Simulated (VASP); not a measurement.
# CdS (F-43m) in VASP: notebook

CdS is run at these levels: PBE; tasks: electric field gradients.

Everything below comes from runs of VASP 6.6.1. Logs are shortened: lines on timing, memory, paths and dates and some standing lists are left out, and cuts for length are marked.

### Step 1. The cell of the first run

The structure is cubic, space group F-43m (No. 216). Conventional cell: a = 5.806 Å, b = 5.806 Å, c = 5.806 Å, α = 90.00°, β = 90.00°, γ = 90.00°. Cd (site symmetry -43m) has 4 S at 2.51 Å within 3.3 Å. S (site symmetry -43m) has 4 Cd at 2.51 Å within 3.3 Å.

### Step 2. Electric field gradients, PBE (volume scaled by 0.96)

Input file INCAR:

```
SYSTEM = CdS
PREC = Accurate
ENCUT = 520
EDIFF = 1E-8
ISMEAR = -1
SIGMA = 0.02
LREAL = .FALSE.
LASPH = .TRUE.
NELM = 80
ALGO = Normal
ISIF = 2
LWAVE = .FALSE.
LCHARG = .FALSE.
GGA = PE
LEFG = .TRUE.
NBANDS = 16
```

Input file KPOINTS:

```
regular mesh
0
G
  7 7 7
  0 0 0
```

Input file POSCAR:

```
CdS
1.0
    0.0000000000      2.9031789477      2.9031789477
    2.9031789477      0.0000000000      2.9031789477
    2.9031789477      2.9031789477      0.0000000000
Cd S
1 1
Direct
    0.0000000000      0.0000000000      0.0000000000
    0.7500000000      0.7500000000      0.7500000000
```

Potentials or basis: VASP PAW PBE potentials, release 64 (Cd, S).

Started as:

```sh
> cat potpaw_PBE.64/Cd/POTCAR potpaw_PBE.64/S/POTCAR > POTCAR
> mpirun -np 1 vasp_std > vasp.out
```

OUTCAR:

```text
SYSTEM = CdS
   PREC = Accurate
   ENCUT = 520
   EDIFF = 1E-8
   ISMEAR = -1
   LREAL = .FALSE.
   LASPH = .TRUE.
   NELM = 80
   ISIF = 2
   GGA = PE

 ion  position               nearest neighbor table
   1  0.000  0.000  0.000-   2 2.51   2 2.51   2 2.51   2 2.51
   2  0.750  0.750  0.750-   1 2.51   1 2.51   1 2.51   1 2.51

  LATTYP: Found a face centered cubic cell.
 ALAT       =     5.8063578954

  Lattice vectors:

 A1 = (   0.0000000000,   2.9031789477,   2.9031789477)
 A2 = (   2.9031789477,   0.0000000000,   2.9031789477)
 A3 = (   2.9031789477,   2.9031789477,   0.0000000000)

Analysis of symmetry for initial positions (statically):
=====================================================================
 Subroutine PRICEL returns:
 Original cell was already a primitive cell.

 Routine SETGRP: Setting up the symmetry group for a
 face centered cubic supercell.

 Subroutine GETGRP returns: Found 24 space group operations
 (whereof 24 operations were pure point group operations)
 out of a pool of 48 trial point group operations.

The static configuration has the point symmetry T_d .

Analysis of symmetry for dynamics (positions and initial velocities):
=====================================================================
 Subroutine PRICEL returns:
 Original cell was already a primitive cell.

 Routine SETGRP: Setting up the symmetry group for a
 face centered cubic supercell.

 Subroutine GETGRP returns: Found 24 space group operations
 (whereof 24 operations were pure point group operations)
 out of a pool of 48 trial point group operations.

The dynamic configuration has the point symmetry T_d .

 Subroutine INISYM returns: Found 24 space group operations
 (whereof 24 operations are pure point group operations),
 and found     1 'primitive' translations

----------------------------------------------------------------------------------------

                                     Primitive cell

  volume of cell :      48.9386

  direct lattice vectors                    reciprocal lattice vectors
     0.000000000  2.903178948  2.903178948    -0.172225002  0.172225002  0.172225002
     2.903178948  0.000000000  2.903178948     0.172225002 -0.172225002  0.172225002
     2.903178948  2.903178948  0.000000000     0.172225002  0.172225002 -0.172225002

  length of vectors
     4.105715042  4.105715042  4.105715042     0.298302454  0.298302454  0.298302454

  position of ions in fractional coordinates (direct lattice)
     0.000000000  0.000000000  0.000000000
     0.750000000  0.750000000  0.750000000

  ion indices of the primitive-cell ions
   primitive index   ion index
                 1           1
                 2           2

----------------------------------------------------------------------------------------

 KPOINTS: regular mesh

Automatic generation of k-mesh.
 Grid dimensions read from file:
 generate k-points for:    7    7    7

 Generating k-lattice:

  Cartesian coordinates                     Fractional coordinates (reciprocal lattice)
    -0.024603572  0.024603572  0.024603572     0.142857143  0.000000000  0.000000000
     0.024603572 -0.024603572  0.024603572     0.000000000  0.142857143  0.000000000
     0.024603572  0.024603572 -0.024603572     0.000000000  0.000000000  0.142857143

  Length of vectors
     0.042614636  0.042614636  0.042614636

  Shift w.r.t. Gamma in fractional coordinates (k-lattice)
     0.000000000  0.000000000  0.000000000

 Subroutine IBZKPT returns following result:
 ===========================================

 Found     20 irreducible k-points:

 Following reciprocal coordinates:
            Coordinates               Weight
  0.000000  0.000000  0.000000      1.000000
  0.142857  0.000000  0.000000      8.000000
  0.285714  0.000000  0.000000      8.000000
  0.428571  0.000000  0.000000      8.000000
  0.142857  0.142857  0.000000      6.000000
  0.285714  0.142857  0.000000     24.000000
[... 12 lines left out ...]
 -0.428571  0.428571  0.142857     24.000000
 -0.285714  0.428571  0.142857     24.000000
   k-points           NKPTS =     20   k-points in BZ     NKDIM =     20   number of bands    NBANDS=     16
   number of dos      NEDOS =    301   number of ions     NIONS =      2
   total plane-waves  NPLWV =  32768
   dimension x,y,z NGX =    32 NGY =   32 NGZ =   32
   dimension x,y,z NGXF=    64 NGYF=   64 NGZF=   64
   ions per type =               1   1
   NGX,Y,Z   is equivalent  to a cutoff of  12.96, 12.96, 12.96 a.u.
   NGXF,Y,Z  is equivalent  to a cutoff of  25.91, 25.91, 25.91 a.u.
 SYSTEM =  CdS
   PREC   = accura    normal or accurate (medium, high low for compatibility)
   ISTART =      0    job   : 0-new  1-cont  2-samecut
   ICHARG =      2    charge: 1-file 2-atom 10-const
   ISPIN  =      1    spin polarized calculation?
   LNONCOLLINEAR =      F non collinear calculations
   LSORBIT =      F    spin-orbit coupling
   LASPH  =      T    aspherical Exc in radial PAW
   ENCUT  =  520.0 eV  38.22 Ry    6.18 a.u.   7.63  7.63  7.63*2*pi/ulx,y,z
   NELM   =     80;   NELMIN=  2; NELMDL= -5     # of ELM steps
   EDIFF  = 0.1E-07   stopping-criterion for ELM
   LREAL  =      F    real-space projection
   EDIFFG = 0.1E-06   stopping-criterion for IOM
   NSW    =      0    number of steps for IOM
   IBRION =     -1    ionic relax: 0-MD 1-quasi-New 2-CG
   NFREE  =      0    steps in history (QN), initial steepest desc. (CG)
   ISIF   =      2    stress and relaxation
   ISYM   =      2    0-nonsym 1-usesym 2-fastsym
   POTIM  = 0.5000    time-step for ionic-motion
   TEBEG  =    0.0;   TEEND  =   0.0 temperature during run
   PSTRESS=    0.0 pullay stress
   NELECT =      18.0000    total number of electrons
   NUPDOWN=      -1.0000    fix difference up-down
   EMIN   =  10.00;   EMAX   =-10.00  energy-range for DOS
   EFERMI =   0.00;   METHOD = LEGACY
   ISMEAR =    -1;   SIGMA  =   0.02  broadening in eV -4-tet -1-fermi 0-gaus
   EFERMI_NEDOS =   21; number of points for ismear=-14 and -15
   IALGO  =     38    algorithm
   IMIX   =      4    mixing-type and parameters
     AMIX     =   0.40;   BMIX     =  1.00
     AMIX_MAG =   1.60;   BMIX_MAG =  1.00
  volume/ion in A,a.u.               =      24.47       165.13
  Fermi-wavevector in a.u.,A,eV,Ry     =   1.172956  2.216566 18.719258  1.375827
  Thomas-Fermi vector in A             =   2.309377
   LORBIT       =      0    0 simple, 1 ext, 2 COOP (PROOUT), +10 PAW based schemes
   GGA     = PE    functional components
[... 5 lines left out ...]
 non-spin polarized calculation
  energy-cutoff  :      520.00
  volume of cell :       48.94
 maximum number of plane-waves:      1363
   NGX = 15   NGY = 15   NGZ = 15

 number of electron      18.0000002 magnetization

 Free energy of the ion-electron system (eV)
  ---------------------------------------------------
  ext. energy  EPLUGINS =         0.00000000
  ---------------------------------------------------
  free energy    TOTEN  =        -6.10509170 eV

  energy without entropy =       -6.10509170  energy(sigma->0) =       -6.10509170

 E-fermi :   1.8655     XC(G=0):  -9.2140

 val. band max:        1.4341525142   @ k =   0.0000   0.0000   0.0000
 cond. band min:       2.6136339122   @ k =   0.0000   0.0000   0.0000
 fundamental gap:      1.1794813980
 Fermi energy:         1.8655465430

 k-point     1 :       0.0000    0.0000    0.0000
  band No.  band energies     occupation
      1     -11.0212      2.00000
      2      -6.3459      2.00000
      3      -6.3459      2.00000
      4      -6.3459      2.00000
      5      -5.8469      2.00000
      6      -5.8469      2.00000
[... 8 lines left out ...]
     15      12.9349      0.00000
     16      12.9493      0.00000

 k-point     2 :       0.1429    0.0000    0.0000
  band No.  band energies     occupation
      1     -10.9389      2.00000
      2      -6.3161      2.00000
      3      -6.3161      2.00000
      4      -6.2738      2.00000
      5      -5.8480      2.00000
      6      -5.8480      2.00000
[... 8 lines left out ...]
     15      12.2401      0.00000
     16      13.4551      0.00000
[... 311 lines left out ...]
      5      -5.7904      2.00000
      6      -5.3429      2.00000
[... 8 lines left out ...]
     15      14.5103      0.00000
     16      14.7976      0.00000

 k-point    20 :      -0.2857    0.4286    0.1429
  band No.  band energies     occupation
      1     -10.4595      2.00000
      2      -6.1281      2.00000
      3      -6.0758      2.00000
      4      -5.8996      2.00000
      5      -5.8288      2.00000
      6      -5.2217      2.00000
[... 8 lines left out ...]
     15      13.7911      0.00000
     16      15.4999      0.00000

------------------------ aborting loop because EDIFF is reached ----------------------------------------

  FORCE on cell =-STRESS in cart. coord.  units (eV):
  Direction    XX          YY          ZZ          XY          YZ          ZX
  --------------------------------------------------------------------------------------
  -------------------------------------------------------------------------------------
  Total        1.2736779      1.2736779      1.2736779      0.0000000      0.0000000      0.0000000
  in kB       41.6983406     41.6983406     41.6983406      0.0000000      0.0000000      0.0000000
  external PRESSURE =      41.6983406 kB  Pullay stress =       0.0000000 kB

 VOLUME and BASIS-vectors are now :
 -----------------------------------------------------------------------------
  energy-cutoff  :      520.00
  volume of cell :       48.94
      direct lattice vectors                 reciprocal lattice vectors
     0.000000000  2.903178948  2.903178948    -0.172225002  0.172225002  0.172225002
     2.903178948  0.000000000  2.903178948     0.172225002 -0.172225002  0.172225002
     2.903178948  2.903178948  0.000000000     0.172225002  0.172225002 -0.172225002

 POSITION                                       TOTAL-FORCE (eV/Angst)
 -----------------------------------------------------------------------------------
      0.00000      0.00000      0.00000        -0.000000      0.000000     -0.000000
      4.35477      4.35477      4.35477         0.000000     -0.000000      0.000000
 -----------------------------------------------------------------------------------
    total drift:                                0.000000      0.000000      0.000000

  FREE ENERGIE OF THE ION-ELECTRON SYSTEM (eV)
  ---------------------------------------------------
  free  energy   TOTEN  =        -6.1050917000 eV

  energy  without entropy=       -6.1050917000  energy(sigma->0) =       -6.10509170

 Electric field gradients (V/A^2)
---------------------------------------------------------------------
 ion       V_xx      V_yy      V_zz      V_xy      V_xz      V_yz
---------------------------------------------------------------------
   1       0.000     0.000    -0.000     0.002     0.002     0.002
   2      -0.000    -0.000     0.000    -0.000    -0.000    -0.000
---------------------------------------------------------------------

 Electric field gradients after diagonalization (V/A^2)
 (convention: |V_zz| > |V_xx| > |V_yy|)
----------------------------------------------------------------------
 ion       V_xx      V_yy      V_zz     asymmetry (V_yy - V_xx)/ V_zz
----------------------------------------------------------------------
   1      -0.002    -0.002     0.004       0.000
   2       0.000     0.000    -0.000       0.000
----------------------------------------------------------------------

           NMR quadrupolar parameters

 Cq : quadrupolar parameter    Cq=e*Q*V_zz/h
 eta: asymmetry parameters     (V_yy - V_xx)/ V_zz
 Q  : nuclear electric quadrupole moment in mb (millibarn)
----------------------------------------------------------------------
 ion       Cq(MHz)       eta       Q (mb)
----------------------------------------------------------------------
   1       0.000       0.000       1.000
   2      -0.000       0.000       1.000
----------------------------------------------------------------------
```

Wall time 15 s (1 thread of Intel Xeon Platinum 8259CL at 2.50GHz (Skylake/Cascade Lake), shared host); peak memory 0.18 GiB.

What came out:

- Free energy: -6.1051 eV
- Pressure: 4.2 GPa
- Band gap on the k mesh: 1.18 eV, direct

Caveat: without QUAD_EFG the Cq values of the log hold for a quadrupole moment of 1 mb, not for the nuclei.

[end of part 1 of 2]
